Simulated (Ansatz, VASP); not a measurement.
## Re: VASP beside Ansatz

Contents of INCAR:

```
SYSTEM = Re
PREC = Accurate ; ENCUT = 520
EDIFF = 1E-8 ; ISMEAR = -1
SIGMA = 0.05 ; LREAL = .FALSE.
LASPH = .TRUE. ; NELM = 60
ALGO = Normal ; ISIF = 2
LWAVE = .FALSE. ; LCHARG = .FALSE.
GGA = PE ; LEFG = .TRUE.
NBANDS = 18
```

Contents of KPOINTS:

```
Automatic mesh
0
G
  15 15 15
  0 0 0
```

Contents of POSCAR:

```
Re
1.0
    1.4254408470      0.8229786567      6.6986080885
   -1.4254408470      0.8229786567      6.6986080885
    0.0000000000     -1.6459573134      6.6986080885
Re
3
Direct
    0.0000000000      0.0000000000      0.0000000000
    0.2221738800      0.2221738800      0.2221738800
    0.7778261200      0.7778261200      0.7778261200
```

Input for Ansatz:

```yaml
crystal:
  lattice:
    - [1.425440847, 0.8229786567, 6.6986080885]
    - [-1.425440847, 0.8229786567, 6.6986080885]
    - [0.0, -1.6459573134, 6.6986080885]
  atoms:
    - { symbol: Re, position: [0.0, 0.0, 0.0] }
    - { symbol: Re, position: [0.22217388, 0.22217388, 0.22217388] }
    - { symbol: Re, position: [0.77782612, 0.77782612, 0.77782612] }
kpoints:
  mp_grid: { grid: [15, 15, 15] }
scf:
  occupations: { method: fermi_dirac, width: 0.05 }
hamiltonian:
  xc: pbe
  pseudopotentials: { kind: paw }
output:
  forces: true
  stress: true
  eigenvalues: true
  efg: { contact_densities: true }
  write_density: true
  write_potential: true
  elf: true
  volumetric_format: npy
```

Change from the starting cell: equal xx and yy strain of +3 %, PAW files.

Alike in both runs: task electric field gradients; functional PBE; k mesh 15 × 15 × 15; occupations fermi-dirac, width 0.05 eV; no spin polarisation.

|  | VASP | Ansatz |
| --- | --- | --- |
| version | VASP 6.6.1 | Ansatz 0.2.0 |
| potentials or method | VASP PAW PBE potentials, release 64 (Re) | PAW with Ansatz's default frozen-core files, scalar-relativistic |
| plane-wave cutoff (eV) | 520 | 420 |
| valence electrons in the cell | 21 | 45 |

```csv
,VASP,Ansatz,Ansatz less VASP
pressure (GPa),-16.6,-15.8,+0.74
"traceless stress, the component that is largest in VASP (GPa)",6.50,6.68,+0.180
rms of the force components (eV/Å),0.025,0.029,+0.0042
size of Vzz on the site where it differs most (V/Å²),85.6,64.7,-20.91
```

Atom by atom the forces differ by 0.004 eV/Å (rms over components). With one functional, cell and mesh, what is left measures potentials, basis and numerics. VASP's potentials hold 21 valence electrons a cell and Ansatz's 45, so a difference there can come from the potentials and not from the codes.

Spin-orbit coupling is off throughout.
